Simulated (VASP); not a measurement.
Crystal: In3Se.

```
CELL_PARAMETERS angstrom
4.70569 0.00000 0.00000
0.00000 4.70569 0.00000
0.00000 0.00000 4.70569
ATOMIC_POSITIONS crystal
In 0.50000 0.50000 0.00000
In 0.50000 0.00000 0.50000
In 0.00000 0.50000 0.50000
Se 0.00000 0.00000 0.00000
```

Base run:

| Quantity | Value |
| --- | --- |
| Program | VASP 6.6.1 |
| Functional | r2SCAN |
| Potentials or basis | VASP PAW PBE potentials, release 64 (In_d, Se) |
| Cutoff | 520 eV |
| k mesh | 6 × 6 × 6 |
| Occupations | fermi-dirac, width 0.05 eV |
| Spin | no spin polarisation |

Its results: pressure 1.0 GPa.

Question: After a change of settings the same cell gave: pressure 2.1 GPa. Which change was it?
A. functional from r2SCAN to PBE
B. functional from r2SCAN to LDA; potentials or basis from VASP PAW PBE potentials, release 64 (In_d, Se) to VASP PAW LDA potentials, release 64 (In_d, Se)
C. functional from r2SCAN to PBEsol; further incar settings from ALGO = Normal; EDIFF = 1e-07; NBANDS = 30 to ALGO = Normal; EDIFF = 1e-06; NBANDS = 30

Answer: A.

Caveats: the PAW data sets were made with another functional, which shifts forces and pressure a little (some runs).
